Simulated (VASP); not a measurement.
# GeN (Pnnm) in VASP: single point with PBE

Aim: the single point of GeN with PBE.

Program: VASP 6.6.1. These are calculated values, not measurements. Logs are shortened: lines on timing, memory, paths and dates and some standing lists are left out, and cuts for length are marked.

## (1) The cell of the first run

The structure is orthorhombic, space group Pnnm (No. 58). The conventional cell has a = 5.059 Å, b = 7.793 Å, c = 3.097 Å, α = 90.00°, β = 90.00°, γ = 90.00°. Within 2.5 Å of Ge (site symmetry m) lie 3 N at 1.86 to 1.88 Å and 1 Ge at 2.50 Å. Within 2.5 Å of N (site symmetry m) lie 3 Ge at 1.86 to 1.88 Å.

## (2) Single point, PBE

Input file INCAR:

```
PREC     = Accurate       # precision mode
ENCUT    = 520            # plane-wave cutoff, eV
EDIFF    = 1E-6           # SCF threshold, eV
ISMEAR   = 0              # smearing method
SIGMA    = 0.01           # smearing width, eV
LREAL    = F              # projectors in reciprocal space
LASPH    = T              # aspherical terms in the spheres
NELM     = 80             # most SCF steps
ALGO     = Normal         # electronic algorithm
ISIF     = 2              # what is computed and relaxed
LWAVE    = F              # write WAVECAR
LCHARG   = T              # write CHGCAR
GGA      = PE             # functional
LELF     = T              # ELF
LVHAR    = T            
NBANDS   = 48             # bands
```

Input file KPOINTS:

```
regular mesh
0
Gamma
  8 6 12
```

Input file POSCAR:

```
GeN
1.0
    5.0593324177      0.0000000000      0.0000000000
    0.0000000000      7.7926573597      0.0000000000
    0.0000000000      0.0000000000      3.0974931227
Ge N
4 4
Direct
    0.9510081967      0.8427932373      0.0000000000
    0.4510081967      0.6572067627      0.5000000000
    0.5489918033      0.3427932373      0.5000000000
    0.0489918033      0.1572067627      0.0000000000
    0.2668929267      0.7147518215      0.0000000000
    0.7668929267      0.7852481785      0.5000000000
    0.2331070733      0.2147518215      0.5000000000
    0.7331070733      0.2852481785      0.0000000000
```

Potentials or basis: VASP PAW PBE potentials, release 64 (Ge_d, N).

The run is started by

```sh
cat potpaw_PBE.64/Ge_d/POTCAR potpaw_PBE.64/N/POTCAR > POTCAR
mpirun -np 1 vasp_std > vasp.out
```

OUTCAR:

```text
PREC = Accurate
   ENCUT = 520
   EDIFF = 1E-6
   ISMEAR = 0
   LREAL = F
   LASPH = T
   NELM = 80
   ISIF = 2
   GGA = PE

 ion  position               nearest neighbor table
   1  0.951  0.843  0.000-   6 1.86   6 1.86   5 1.88   4 2.50
   2  0.451  0.657  0.500-   5 1.86   5 1.86   6 1.88   3 2.50
   3  0.549  0.343  0.500-   8 1.86   8 1.86   7 1.88   2 2.50
   4  0.049  0.157  0.000-   7 1.86   7 1.86   8 1.88   1 2.50
   5  0.267  0.715  0.000-   2 1.86   2 1.86   1 1.88
   6  0.767  0.785  0.500-   1 1.86   1 1.86   2 1.88
   7  0.233  0.215  0.500-   4 1.86   4 1.86   3 1.88
   8  0.733  0.285  0.000-   3 1.86   3 1.86   4 1.88

  LATTYP: Found a simple orthorhombic cell.
 ALAT       =     3.0974931227
 B/A-ratio  =     1.6333635677
 C/A-ratio  =     2.5157948867

  Lattice vectors:

 A1 = (   0.0000000000,   0.0000000000,   3.0974931227)
 A2 = (   5.0593324177,   0.0000000000,   0.0000000000)
 A3 = (   0.0000000000,   7.7926573597,   0.0000000000)

Analysis of symmetry for initial positions (statically):
=====================================================================
 Subroutine PRICEL returns:
 Original cell was already a primitive cell.

 Routine SETGRP: Setting up the symmetry group for a
 simple orthorhombic supercell.

 Subroutine GETGRP returns: Found  8 space group operations
 (whereof  4 operations were pure point group operations)
 out of a pool of  8 trial point group operations.

The static configuration has the point symmetry C_2h.
 The point group associated with its full space group is D_2h.

Analysis of symmetry for dynamics (positions and initial velocities):
=====================================================================
 Subroutine PRICEL returns:
 Original cell was already a primitive cell.

 Routine SETGRP: Setting up the symmetry group for a
 simple orthorhombic supercell.

 Subroutine GETGRP returns: Found  8 space group operations
 (whereof  4 operations were pure point group operations)
 out of a pool of  8 trial point group operations.

The dynamic configuration has the point symmetry C_2h.
 The point group associated with its full space group is D_2h.

 Subroutine INISYM returns: Found  8 space group operations
 (whereof  4 operations are pure point group operations),
 and found     1 'primitive' translations

----------------------------------------------------------------------------------------

                                     Primitive cell

  volume of cell :     122.1207

  direct lattice vectors                    reciprocal lattice vectors
     5.059332418  0.000000000  0.000000000     0.197654536  0.000000000  0.000000000
     0.000000000  7.792657360  0.000000000     0.000000000  0.128325930  0.000000000
     0.000000000  0.000000000  3.097493123     0.000000000  0.000000000  0.322841718

  length of vectors
     5.059332418  7.792657360  3.097493123     0.197654536  0.128325930  0.322841718

  position of ions in fractional coordinates (direct lattice)
     0.951008197  0.842793237  0.000000000
     0.451008197  0.657206763  0.500000000
     0.548991803  0.342793237  0.500000000
     0.048991803  0.157206763  0.000000000
     0.266892927  0.714751822  0.000000000
     0.766892927  0.785248178  0.500000000
     0.233107073  0.214751822  0.500000000
     0.733107073  0.285248178  0.000000000

  ion indices of the primitive-cell ions
   primitive index   ion index
                 1           1
                 2           2
                 3           3
                 4           4
                 5           5
                 6           6
                 7           7
                 8           8

----------------------------------------------------------------------------------------

 KPOINTS: regular mesh

Automatic generation of k-mesh.
 Grid dimensions read from file:
 generate k-points for:    8    6   12

 Generating k-lattice:

  Cartesian coordinates                     Fractional coordinates (reciprocal lattice)
     0.024706817  0.000000000  0.000000000     0.125000000  0.000000000  0.000000000
     0.000000000  0.021387655  0.000000000     0.000000000  0.166666667  0.000000000
     0.000000000  0.000000000  0.026903476     0.000000000  0.000000000  0.083333333

  Length of vectors
     0.024706817  0.021387655  0.026903476

  Shift w.r.t. Gamma in fractional coordinates (k-lattice)
     0.000000000  0.000000000  0.000000000

 Subroutine IBZKPT returns following result:
 ===========================================

 Found    140 irreducible k-points:

 Following reciprocal coordinates:
            Coordinates               Weight
  0.000000  0.000000  0.000000      1.000000
  0.125000  0.000000  0.000000      2.000000
  0.250000  0.000000  0.000000      2.000000
  0.375000  0.000000  0.000000      2.000000
  0.500000  0.000000  0.000000      1.000000
  0.000000  0.166667  0.000000      2.000000
[... 16 lines left out ...]
  0.250000  0.000000  0.083333      4.000000
  0.375000  0.000000  0.083333      4.000000
 [... further k-points ...]
   k-points           NKPTS =    140   k-points in BZ     NKDIM =    140   number of bands    NBANDS=     48
   number of dos      NEDOS =    301   number of ions     NIONS =      8
   total plane-waves  NPLWV =  57600
   dimension x,y,z NGX =    40 NGY =   60 NGZ =   24
   dimension x,y,z NGXF=    80 NGYF=  120 NGZF=   48
   ions per type =               4   4
   NGX,Y,Z   is equivalent  to a cutoff of  13.14, 12.80, 12.88 a.u.
   NGXF,Y,Z  is equivalent  to a cutoff of  26.29, 25.60, 25.76 a.u.
 SYSTEM =  unknown system
   PREC   = accura    normal or accurate (medium, high low for compatibility)
   ISTART =      0    job   : 0-new  1-cont  2-samecut
   ICHARG =      2    charge: 1-file 2-atom 10-const
   ISPIN  =      1    spin polarized calculation?
   LNONCOLLINEAR =      F non collinear calculations
   LSORBIT =      F    spin-orbit coupling
   LASPH  =      T    aspherical Exc in radial PAW
   ENCUT  =  520.0 eV  38.22 Ry    6.18 a.u.   9.41 14.49  5.76*2*pi/ulx,y,z
   NELM   =     80;   NELMIN=  2; NELMDL= -5     # of ELM steps
   EDIFF  = 0.1E-05   stopping-criterion for ELM
   LREAL  =      F    real-space projection
   EDIFFG = 0.1E-04   stopping-criterion for IOM
   NSW    =      0    number of steps for IOM
   IBRION =     -1    ionic relax: 0-MD 1-quasi-New 2-CG
   NFREE  =      0    steps in history (QN), initial steepest desc. (CG)
   ISIF   =      2    stress and relaxation
   ISYM   =      2    0-nonsym 1-usesym 2-fastsym
   POTIM  = 0.5000    time-step for ionic-motion
   TEBEG  =    0.0;   TEEND  =   0.0 temperature during run
   PSTRESS=    0.0 pullay stress
   NELECT =      76.0000    total number of electrons
   NUPDOWN=      -1.0000    fix difference up-down
   EMIN   =  10.00;   EMAX   =-10.00  energy-range for DOS
   EFERMI =   0.00;   METHOD = LEGACY
   ISMEAR =     0;   SIGMA  =   0.01  broadening in eV -4-tet -1-fermi 0-gaus
   EFERMI_NEDOS =   21; number of points for ismear=-14 and -15
   IALGO  =     38    algorithm
   IMIX   =      4    mixing-type and parameters
     AMIX     =   0.40;   BMIX     =  1.00
     AMIX_MAG =   1.60;   BMIX_MAG =  1.00
  volume/ion in A,a.u.               =      15.27       103.01
  Fermi-wavevector in a.u.,A,eV,Ry     =   1.397708  2.641284 26.580157  1.953586
  Thomas-Fermi vector in A             =   2.520937
   LORBIT       =      0    0 simple, 1 ext, 2 COOP (PROOUT), +10 PAW based schemes
   GGA     = PE    functional components
   LHFCALC =     F    Hartree Fock is set to
   AEXX    =    0.0000 exact exchange contribution
   IVDW    =     0    specifies the selected vdW correction
   LEPSILON=     F    determine dielectric tensor
   LRPA    =     F    only Hartree local field effects (RPA)
 non-spin polarized calculation
 Gauss-broadening in eV      SIGMA  =   0.01
  energy-cutoff  :      520.00
  volume of cell :      122.12
 maximum number of plane-waves:      3336
 NGX is ok and might be reduce to    40
   NGX = 19   NGY = 29   NGZ = 11

 number of electron      76.0000004 magnetization

 Free energy of the ion-electron system (eV)
  ---------------------------------------------------
  ext. energy  EPLUGINS =         0.00000000
  ---------------------------------------------------
  free energy    TOTEN  =       -51.03626458 eV

  energy without entropy =      -51.03626458  energy(sigma->0) =      -51.03626458

 E-fermi :   4.8964     XC(G=0):  -9.9663

 val. band max:        4.8356940248   @ k =   0.0000   0.0000   0.0000
 cond. band min:       5.3678045577   @ k =   0.0000   0.0000   0.0000
 fundamental gap:      0.5321105328
 Fermi energy:         4.8963758751

 k-point     1 :       0.0000    0.0000    0.0000
  band No.  band energies     occupation
      1     -20.5299      2.00000
      2     -20.5191      2.00000
      3     -20.4898      2.00000
      4     -20.4426      2.00000
      5     -20.4380      2.00000
      6     -20.4260      2.00000
[... 40 lines left out ...]
     47      11.5641      0.00000
     48      12.1251      0.00000

 k-point     2 :       0.1250    0.0000    0.0000
  band No.  band energies     occupation
      1     -20.5284      2.00000
      2     -20.5166      2.00000
      3     -20.4913      2.00000
      4     -20.4463      2.00000
      5     -20.4371      2.00000
      6     -20.4251      2.00000
[... 40 lines left out ...]
     47      11.6456      0.00000
     48      11.9070      0.00000

 k-point     3 :       0.2500    0.0000    0.0000
  band No.  band energies     occupation
      1     -20.5242      2.00000
      2     -20.5094      2.00000
      3     -20.4957      2.00000
      4     -20.4561      2.00000
      5     -20.4347      2.00000
      6     -20.4224      2.00000
[... 1060 lines left out ...]
     47      11.5014      0.00000
     48      11.6851      0.00000

 k-point    24 :       0.3750    0.0000    0.0833
  band No.  band energies     occupation
      1     -20.5128      2.00000
      2     -20.4976      2.00000
      3     -20.4951      2.00000
      4     -20.4663      2.00000
      5     -20.4322      2.00000
      6     -20.4235      2.00000
[... 40 lines left out ...]
     47      11.7671      0.00000
     48      12.2395      0.00000

 [... further k-points ...]

------------------------ aborting loop because EDIFF is reached ----------------------------------------

  FORCE on cell =-STRESS in cart. coord.  units (eV):
  Direction    XX          YY          ZZ          XY          YZ          ZX
  --------------------------------------------------------------------------------------
  -------------------------------------------------------------------------------------
  Total       -0.3440215     -0.1861199     -0.4096465      0.0000000      0.0000000      0.0000000
  in kB       -4.5134336     -2.4418234     -5.3744089      0.0000000      0.0000000      0.0000000
  external PRESSURE =      -4.1098886 kB  Pullay stress =       0.0000000 kB

 VOLUME and BASIS-vectors are now :
 -----------------------------------------------------------------------------
  energy-cutoff  :      520.00
  volume of cell :      122.12
      direct lattice vectors                 reciprocal lattice vectors
     5.059332418  0.000000000  0.000000000     0.197654536  0.000000000  0.000000000
     0.000000000  7.792657360  0.000000000     0.000000000  0.128325930  0.000000000
     0.000000000  0.000000000  3.097493123     0.000000000  0.000000000  0.322841718

 POSITION                                       TOTAL-FORCE (eV/Angst)
 -----------------------------------------------------------------------------------
      4.81147      6.56760      0.00000        -0.006331     -0.022777     -0.000000
      2.28180      5.12139      1.54875        -0.006331      0.022777      0.000000
      2.77753      2.67127      1.54875         0.006331     -0.022777      0.000000
      0.24787      1.22506      0.00000         0.006331      0.022777      0.000000
      1.35030      5.56982      0.00000         0.008030      0.000475      0.000000
      3.87997      6.11917      1.54875         0.008030     -0.000475      0.000000
      1.17937      1.67349      1.54875        -0.008030      0.000475     -0.000000
      3.70903      2.22284      0.00000        -0.008030     -0.000475     -0.000000
 -----------------------------------------------------------------------------------
    total drift:                               -0.000000      0.000000      0.000000

  FREE ENERGIE OF THE ION-ELECTRON SYSTEM (eV)
  ---------------------------------------------------
  free  energy   TOTEN  =       -51.0362645811 eV

  energy  without entropy=      -51.0362645811  energy(sigma->0) =      -51.03626458
```

Run time: 10 min. Hardware: 1 thread of Intel Xeon Platinum 8488C (Sapphire Rapids), shared host; peak memory 0.63 GiB.

What came out:

| Property | Result |
| --- | --- |
| Free energy | -51.0363 eV |
| Pressure | -0.4 GPa |
| Largest force | 0.024 eV/Å |
| Band gap on the k mesh | 0.53 eV |

Forces on the atoms (eV/Å):
```
Ge  -0.006 -0.023  0.000
Ge  -0.006  0.023  0.000
Ge   0.006 -0.023  0.000
Ge   0.006  0.023  0.000
N    0.008  0.000  0.000
N    0.008  0.000  0.000
N   -0.008  0.000  0.000
N   -0.008  0.000  0.000
```

Caveat: semilocal functionals underestimate gaps, and a narrow one can read as zero.
